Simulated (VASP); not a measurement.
# Au (Cmcm) in VASP: a series of runs

Runs on Au. Level: PBEsol. Tasks: single point.

Everything below comes from runs of VASP 6.6.1. Logs are shortened: lines on timing, memory, paths and dates and some standing lists are left out, and cuts for length are marked.

### Step 1. The cell of the first run

Symmetry: Cmcm, No. 63, orthorhombic system. The conventional cell has a = 4.585 Å, b = 3.242 Å, c = 4.585 Å, α = 90.00°, β = 90.00°, γ = 90.00°. Within 3.3 Å of Au (site symmetry m2m) lie 14 Au at 2.51 to 3.30 Å.

### Step 2. Single point, PBEsol (mode 5 (92.8 1/cm) frozen in, largest displacement -0.300 Å)

INCAR

```
PREC     = Accurate       # precision mode
ENCUT    = 520            # plane-wave cutoff, eV
EDIFF    = 1E-6           # SCF threshold, eV
ISMEAR   = 0              # smearing method
SIGMA    = 0.15           # smearing width, eV
LREAL    = False          # projectors in reciprocal space
LASPH    = True           # aspherical terms in the spheres
NELM     = 80             # most SCF steps
ALGO     = Fast           # electronic algorithm
ISIF     = 2              # what is computed and relaxed
LWAVE    = False          # write WAVECAR
LCHARG   = False          # write CHGCAR
GGA      = PS             # functional
NBANDS   = 18             # bands
```

KPOINTS

```
Automatic mesh
0
Gamma
  22 22 14
```

POSCAR

```
Au
1.0
   -1.6210733944      1.6210733944      1.6210733944
    1.6210733944     -1.6210733944      1.6210733944
    3.2421467888      3.2421467888      0.0000000000
Au
2
Direct
    0.0925312824      0.0925312824      0.0000000000
    0.4074687176      0.4074687176      0.5000000000
```

Potentials or basis: VASP PAW PBE potentials, release 64 (Au).

Command:

```
$ cat potpaw_PBE.64/Au/POTCAR > POTCAR
$ mpirun -np 1 vasp_std > vasp.out
```

OUTCAR:

```text
PREC = Accurate
   ENCUT = 520
   EDIFF = 1E-6
   ISMEAR = 0
   LREAL = False
   LASPH = True
   NELM = 80
   ISIF = 2
   GGA = PS

 ion  position               nearest neighbor table
   1  0.093  0.093  0.000-   2 2.51   2 2.51   2 3.19   2 3.19   2 3.30   2 3.30   2 3.30   2 3.30

   2  0.407  0.407  0.500-   1 2.51   1 2.51   1 3.19   1 3.19   1 3.30   1 3.30   1 3.30   1 3.30

  LATTYP: Found a base centered orthorhombic cell.
 ALAT       =     3.2421467888
 B/A-ratio  =     1.4142135624
 C/A-ratio  =     1.4142135624

  Lattice vectors:

 A1 = (  -1.6210733944,   1.6210733944,   1.6210733944)
 A2 = (   1.6210733944,  -1.6210733944,   1.6210733944)
 A3 = (   3.2421467888,   3.2421467888,   0.0000000000)

Analysis of symmetry for initial positions (statically):
=====================================================================
 Subroutine PRICEL returns:
 Original cell was already a primitive cell.

 Routine SETGRP: Setting up the symmetry group for a
 base centered orthorhombic supercell.

 Subroutine GETGRP returns: Found  8 space group operations
 (whereof  4 operations were pure point group operations)
 out of a pool of  8 trial point group operations.

The static configuration has the point symmetry C_2v.
 The point group associated with its full space group is D_2h.

Analysis of symmetry for dynamics (positions and initial velocities):
=====================================================================
 Subroutine PRICEL returns:
 Original cell was already a primitive cell.

 Routine SETGRP: Setting up the symmetry group for a
 base centered orthorhombic supercell.

 Subroutine GETGRP returns: Found  8 space group operations
 (whereof  4 operations were pure point group operations)
 out of a pool of  8 trial point group operations.

The dynamic configuration has the point symmetry C_2v.
 The point group associated with its full space group is D_2h.

 Subroutine INISYM returns: Found  8 space group operations
 (whereof  4 operations are pure point group operations),
 and found     1 'primitive' translations

----------------------------------------------------------------------------------------

                                     Primitive cell

  volume of cell :      34.0799

  direct lattice vectors                    reciprocal lattice vectors
    -1.621073394  1.621073394  1.621073394    -0.154218804  0.154218804  0.308437608
     1.621073394 -1.621073394  1.621073394     0.154218804 -0.154218804  0.308437608
     3.242146789  3.242146789  0.000000000     0.154218804  0.154218804  0.000000000

  length of vectors
     2.807781482  2.807781482  4.585087960     0.377757378  0.377757378  0.218098324

  position of ions in fractional coordinates (direct lattice)
     0.092531282  0.092531282  0.000000000
     0.407468718  0.407468718  0.500000000

  ion indices of the primitive-cell ions
   primitive index   ion index
                 1           1
                 2           2

----------------------------------------------------------------------------------------

 KPOINTS: Automatic mesh

Automatic generation of k-mesh.
 Grid dimensions read from file:
 generate k-points for:   22   22   14

 Generating k-lattice:

  Cartesian coordinates                     Fractional coordinates (reciprocal lattice)
    -0.007009946  0.007009946  0.014019891     0.045454545  0.000000000  0.000000000
     0.007009946 -0.007009946  0.014019891     0.000000000  0.045454545  0.000000000
     0.011015629  0.011015629  0.000000000     0.000000000  0.000000000  0.071428571

  Length of vectors
     0.017170790  0.017170790  0.015578452

  Shift w.r.t. Gamma in fractional coordinates (k-lattice)
     0.000000000  0.000000000  0.000000000

 Subroutine IBZKPT returns following result:
 ===========================================

 Found   1064 irreducible k-points:

 Following reciprocal coordinates:
            Coordinates               Weight
  0.000000  0.000000  0.000000      1.000000
  0.045455  0.000000  0.000000      4.000000
  0.090909  0.000000  0.000000      4.000000
  0.136364  0.000000  0.000000      4.000000
  0.181818  0.000000  0.000000      4.000000
  0.227273  0.000000  0.000000      4.000000
[... 16 lines left out ...]
  0.500000  0.045455  0.000000      4.000000
 -0.454545  0.045455  0.000000      4.000000
 [... further k-points ...]
   k-points           NKPTS =   1064   k-points in BZ     NKDIM =   1064   number of bands    NBANDS=     18
   number of dos      NEDOS =    301   number of ions     NIONS =      2
   total plane-waves  NPLWV =  20736
   dimension x,y,z NGX =    24 NGY =   24 NGZ =   36
   dimension x,y,z NGXF=    48 NGYF=   48 NGZF=   72
   ions per type =               2
   NGX,Y,Z   is equivalent  to a cutoff of  14.21, 14.21, 13.05 a.u.
   NGXF,Y,Z  is equivalent  to a cutoff of  28.42, 28.42, 26.11 a.u.
 SYSTEM =  unknown system
   PREC   = accura    normal or accurate (medium, high low for compatibility)
   ISTART =      0    job   : 0-new  1-cont  2-samecut
   ICHARG =      2    charge: 1-file 2-atom 10-const
   ISPIN  =      1    spin polarized calculation?
   LNONCOLLINEAR =      F non collinear calculations
   LSORBIT =      F    spin-orbit coupling
   LASPH  =      T    aspherical Exc in radial PAW
   ENCUT  =  520.0 eV  38.22 Ry    6.18 a.u.   5.22  5.22  8.53*2*pi/ulx,y,z
   NELM   =     80;   NELMIN=  2; NELMDL= -5     # of ELM steps
   EDIFF  = 0.1E-05   stopping-criterion for ELM
   LREAL  =      F    real-space projection
   EDIFFG = 0.1E-04   stopping-criterion for IOM
   NSW    =      0    number of steps for IOM
   IBRION =     -1    ionic relax: 0-MD 1-quasi-New 2-CG
   NFREE  =      0    steps in history (QN), initial steepest desc. (CG)
   ISIF   =      2    stress and relaxation
   ISYM   =      2    0-nonsym 1-usesym 2-fastsym
   POTIM  = 0.5000    time-step for ionic-motion
   TEBEG  =    0.0;   TEEND  =   0.0 temperature during run
   PSTRESS=    0.0 pullay stress
   NELECT =      22.0000    total number of electrons
   NUPDOWN=      -1.0000    fix difference up-down
   EMIN   =  10.00;   EMAX   =-10.00  energy-range for DOS
   EFERMI =   0.00;   METHOD = LEGACY
   ISMEAR =     0;   SIGMA  =   0.15  broadening in eV -4-tet -1-fermi 0-gaus
   EFERMI_NEDOS =   21; number of points for ismear=-14 and -15
   IALGO  =     68    algorithm
   IMIX   =      4    mixing-type and parameters
     AMIX     =   0.40;   BMIX     =  1.00
     AMIX_MAG =   1.60;   BMIX_MAG =  1.00
  volume/ion in A,a.u.               =      17.04       114.99
  Fermi-wavevector in a.u.,A,eV,Ry     =   1.414869  2.673716 27.236900  2.001856
  Thomas-Fermi vector in A             =   2.536367
   LORBIT       =      0    0 simple, 1 ext, 2 COOP (PROOUT), +10 PAW based schemes
   GGA     = PS    functional components
   LHFCALC =     F    Hartree Fock is set to
   AEXX    =    0.0000 exact exchange contribution
   IVDW    =     0    specifies the selected vdW correction
   LEPSILON=     F    determine dielectric tensor
   LRPA    =     F    only Hartree local field effects (RPA)
 non-spin polarized calculation
 RMM-DIIS sequential band-by-band and
 Gauss-broadening in eV      SIGMA  =   0.15
  energy-cutoff  :      520.00
  volume of cell :       34.08
 maximum number of plane-waves:       936
 NGX is ok and might be reduce to    24
   NGX = 11   NGY = 11   NGZ = 17

 number of electron      22.0000001 magnetization

 Free energy of the ion-electron system (eV)
  ---------------------------------------------------
  ext. energy  EPLUGINS =         0.00000000
  ---------------------------------------------------
  free energy    TOTEN  =        -7.25912077 eV

  energy without entropy =       -7.25247401  energy(sigma->0) =       -7.25579739

 E-fermi :   9.2558     XC(G=0): -12.8454

 val. band max:        9.2478189511   @ k =   0.0909   0.0000   0.0714
 cond. band min:       9.2600746391   @ k =   0.3182   0.0000   0.3571
 fundamental gap:      0.0122556880
 Fermi energy:         9.2557909599

 k-point     1 :       0.0000    0.0000    0.0000
  band No.  band energies     occupation
      1      -0.6334      2.00000
      2       2.3252      2.00000
      3       3.5636      2.00000
      4       3.6007      2.00000
      5       4.0745      2.00000
      6       4.9798      2.00000
[... 10 lines left out ...]
     17      27.1730      0.00000
     18      27.5718      0.00000

 k-point     2 :       0.0455    0.0000    0.0000
  band No.  band energies     occupation
      1      -0.5780      2.00000
      2       2.3690      2.00000
      3       3.5737      2.00000
      4       3.6169      2.00000
      5       4.0969      2.00000
      6       4.9696      2.00000
[... 10 lines left out ...]
     17      27.2431      0.00000
     18      27.4202      0.00000

 k-point     3 :       0.0909    0.0000    0.0000
  band No.  band energies     occupation
      1      -0.4142      2.00000
      2       2.4935      2.00000
      3       3.6022      2.00000
      4       3.6536      2.00000
      5       4.1787      2.00000
      6       4.9347      2.00000
[... 10 lines left out ...]
     17      27.0174      0.00000
     18      27.4456      0.00000

 k-point     4 :       0.1364    0.0000    0.0000
  band No.  band energies     occupation
      1      -0.1498      2.00000
      2       2.6752      2.00000
      3       3.6406      2.00000
      4       3.6928      2.00000
      5       4.3530      2.00000
      6       4.8433      2.00000
[... 375 lines left out ...]
      4       3.4173      2.00000
      5       4.4806      2.00000
      6       5.2989      2.00000
[... 10 lines left out ...]
     17      21.7345      0.00000
     18      25.7171      0.00000

 k-point    23 :       0.5000    0.0455    0.0000
  band No.  band energies     occupation
      1       2.4094      2.00000
      2       2.9662      2.00000
      3       3.1883      2.00000
      4       3.3506      2.00000
      5       4.4564      2.00000
      6       5.2587      2.00000
[... 10 lines left out ...]
     17      21.8636      0.00000
     18      25.6743      0.00000

 k-point    24 :      -0.4545    0.0455    0.0000
  band No.  band energies     occupation
      1       2.3417      2.00000
      2       3.0049      2.00000
      3       3.1553      2.00000
      4       3.3819      2.00000
      5       4.4634      2.00000
      6       5.0960      2.00000
[... 10 lines left out ...]
     17      22.1416      0.00000
     18      25.8156      0.00000

 [... further k-points ...]

------------------------ aborting loop because EDIFF is reached ----------------------------------------

  FORCE on cell =-STRESS in cart. coord.  units (eV):
  Direction    XX          YY          ZZ          XY          YZ          ZX
  --------------------------------------------------------------------------------------
  -------------------------------------------------------------------------------------
  Total        3.4470161      3.4470161      0.7307532      3.7238043      0.0000000     -0.0000000
  in kB      162.0525497    162.0525497     34.3544713    175.0650350      0.0000000     -0.0000000
  external PRESSURE =     119.4865235 kB  Pullay stress =       0.0000000 kB

 VOLUME and BASIS-vectors are now :
 -----------------------------------------------------------------------------
  energy-cutoff  :      520.00
  volume of cell :       34.08
      direct lattice vectors                 reciprocal lattice vectors
    -1.621073394  1.621073394  1.621073394    -0.154218804  0.154218804  0.308437608
     1.621073394 -1.621073394  1.621073394     0.154218804 -0.154218804  0.308437608
     3.242146789  3.242146789  0.000000000     0.154218804  0.154218804  0.000000000

 POSITION                                       TOTAL-FORCE (eV/Angst)
 -----------------------------------------------------------------------------------
      0.00000      0.00000      0.30000        -0.000000     -0.000000     -1.771552
      1.62107      1.62107      1.32107         0.000000      0.000000      1.771552
 -----------------------------------------------------------------------------------
    total drift:                                0.000000     -0.000000      0.000000

  FREE ENERGIE OF THE ION-ELECTRON SYSTEM (eV)
  ---------------------------------------------------
  free  energy   TOTEN  =        -7.2591207683 eV

  energy  without entropy=       -7.2524740053  energy(sigma->0) =       -7.25579739
```

Wall time 3.6 min (1 thread of Intel Xeon 6975P-C (Granite Rapids), shared host); peak memory 0.59 GiB.

What came out:

```yaml
Free_energy: -7.2591 eV
Pressure: 11.9 GPa
Largest_force: 1.772 eV/Å
Band_gap_on_the_k_mesh: zero (band 11 reaches 13.10 eV, above the bottom of band 12 at 7.08 eV)
```

Forces on the atoms (eV/Å):
```
Au   0.000  0.000 -1.772
Au   0.000  0.000  1.772
```

Stress tensor (GPa, compression positive):
```
16.21 17.51  0.00
17.51 16.21  0.00
 0.00  0.00  3.44
```

Levels at points of the mesh, in eV from the Fermi level:
| k point | band 8 | band 9 | band 10 | band 11 | band 12 | band 13 | band 14 | band 15 |
| --- | --- | --- | --- | --- | --- | --- | --- | --- |
| (0.00, 0.00, 0.00) | -3.13 | -3.03 | -2.41 | -2.39 | -0.57 | 4.05 | 13.75 | 15.45 |
| (0.50, 0.00, 0.00) | -2.57 | -2.56 | -2.27 | -0.06 | 1.10 | 5.49 | 6.97 | 8.23 |
| (0.50, 0.50, 0.00) | -1.65 | -1.41 | -1.37 | -0.63 | 3.47 | 6.33 | 6.42 | 8.25 |
| (0.00, 0.00, 0.50) | -3.30 | -2.69 | -2.69 | -2.17 | -2.17 | 12.10 | 12.10 | 13.83 |
| (0.50, 0.00, 0.50) | -2.59 | -1.83 | -1.83 | 0.23 | 0.23 | 3.22 | 3.22 | 13.00 |
| (0.50, 0.50, 0.50) | -1.95 | -1.51 | -1.51 | 3.49 | 3.49 | 3.91 | 3.91 | 8.40 |

Caveat: the cell differs from its parent crystal (mode 5 (92.8 1/cm) frozen in, largest displacement -0.300 Å); the PAW data sets were made with another functional, which shifts forces and pressure a little; spin-orbit coupling is left out, which moves the levels of the heavy elements.

### Step 3. Single point, PBEsol (mode 5 (92.8 1/cm) frozen in, largest displacement +0.225 Å)

INCAR

```
PREC     = Accurate       # precision mode
ENCUT    = 520            # plane-wave cutoff, eV
EDIFF    = 1E-6           # SCF threshold, eV
ISMEAR   = 0              # smearing method
SIGMA    = 0.15           # smearing width, eV
LREAL    = F              # projectors in reciprocal space
LASPH    = T              # aspherical terms in the spheres
NELM     = 60             # most SCF steps
ALGO     = Fast           # electronic algorithm
ISIF     = 2              # what is computed and relaxed
LWAVE    = F              # write WAVECAR
LCHARG   = T              # write CHGCAR
GGA      = PS             # functional
LELF     = T              # ELF
LVHAR    = T            
NBANDS   = 18             # bands
```

KPOINTS is that of step 2.

POSCAR

```
Au
1.0
   -1.6210733944      1.6210733944      1.6210733944
    1.6210733944     -1.6210733944      1.6210733944
    3.2421467888      3.2421467888      0.0000000000
Au
2
Direct
   -0.0693984618     -0.0693984618      0.0000000000
    0.5693984618      0.5693984618      0.5000000000
```

Potentials or basis: VASP PAW PBE potentials, release 64 (Au).

Command:

```
$ cat potpaw_PBE.64/Au/POTCAR > POTCAR
$ mpirun -np 1 vasp_std > vasp.out
```

OUTCAR:

```text
PREC = Accurate
   ENCUT = 520
   EDIFF = 1E-6
   ISMEAR = 0
   LREAL = F
   LASPH = T
   NELM = 60
   ISIF = 2
   GGA = PS

 ion  position               nearest neighbor table
   1  0.931  0.931  0.000-   2 2.57   2 2.57   2 3.09   2 3.09   2 3.27   2 3.27   2 3.27   2 3.27

   2  0.569  0.569  0.500-   1 2.57   1 2.57   1 3.09   1 3.09   1 3.27   1 3.27   1 3.27   1 3.27

  LATTYP: Found a base centered orthorhombic cell.
 ALAT       =     3.2421467888
 B/A-ratio  =     1.4142135624
[... 699 lines left out ...]
------------------------ aborting loop because EDIFF is reached ----------------------------------------

  FORCE on cell =-STRESS in cart. coord.  units (eV):
  Direction    XX          YY          ZZ          XY          YZ          ZX
  --------------------------------------------------------------------------------------
  -------------------------------------------------------------------------------------
  Total        1.9508272      1.9508272      0.4969803      2.1343454      0.0000000      0.0000000
  in kB       91.7131001     91.7131001     23.3642439    100.3407312      0.0000000      0.0000000
  external PRESSURE =      68.9301480 kB  Pullay stress =       0.0000000 kB

 VOLUME and BASIS-vectors are now :
 -----------------------------------------------------------------------------
  energy-cutoff  :      520.00
  volume of cell :       34.08
      direct lattice vectors                 reciprocal lattice vectors
    -1.621073394  1.621073394  1.621073394    -0.154218804  0.154218804  0.308437608
     1.621073394 -1.621073394  1.621073394     0.154218804 -0.154218804  0.308437608
     3.242146789  3.242146789  0.000000000     0.154218804  0.154218804  0.000000000

 POSITION                                       TOTAL-FORCE (eV/Angst)
 -----------------------------------------------------------------------------------
      0.00000      0.00000      3.01715        -0.000000     -0.000000      1.375308
      1.62107      1.62107      1.84607         0.000000      0.000000     -1.375308
 -----------------------------------------------------------------------------------
    total drift:                                0.000000      0.000000     -0.000000

  FREE ENERGIE OF THE ION-ELECTRON SYSTEM (eV)
  ---------------------------------------------------
  free  energy   TOTEN  =        -7.4959375369 eV

  energy  without entropy=       -7.4895721494  energy(sigma->0) =       -7.49275484
```

Wall time 3.4 min (1 thread of Intel Xeon 6975P-C (Granite Rapids), shared host); peak memory 0.59 GiB.

Results:

* Free energy: -7.4959 eV
* Pressure: 6.9 GPa
* Largest force: 1.375 eV/Å
* Band gap on the k mesh: zero (band 11 reaches 13.09 eV, above the bottom of band 12 at 6.77 eV)

Forces on the atoms (eV/Å):
```
Au   0.000  0.000  1.375
Au   0.000  0.000 -1.375
```

Levels at points of the mesh, in eV from the Fermi level:
| k point | band 9 | band 10 | band 11 | band 12 | band 13 | band 14 |
| --- | --- | --- | --- | --- | --- | --- |
| (0.00, 0.00, 0.00) | -3.05 | -2.61 | -1.95 | -0.62 | 3.83 | 13.16 |
| (0.50, 0.00, 0.00) | -2.65 | -2.30 | 0.04 | 1.00 | 5.70 | 7.52 |
| (0.50, 0.50, 0.00) | -1.54 | -1.38 | -0.66 | 3.50 | 6.30 | 6.35 |
| (0.00, 0.00, 0.50) | -2.72 | -2.72 | -2.49 | -2.49 | 12.15 | 12.15 |
| (0.50, 0.00, 0.50) | -1.69 | -1.69 | -0.09 | -0.09 | 3.36 | 3.36 |
| (0.50, 0.50, 0.50) | -1.52 | -1.52 | 3.47 | 3.47 | 3.88 | 3.88 |

Caveat: the cell differs from its parent crystal (mode 5 (92.8 1/cm) frozen in, largest displacement +0.225 Å); the PAW data sets were made with another functional, which shifts forces and pressure a little; spin-orbit coupling is left out, which moves the levels of the heavy elements.
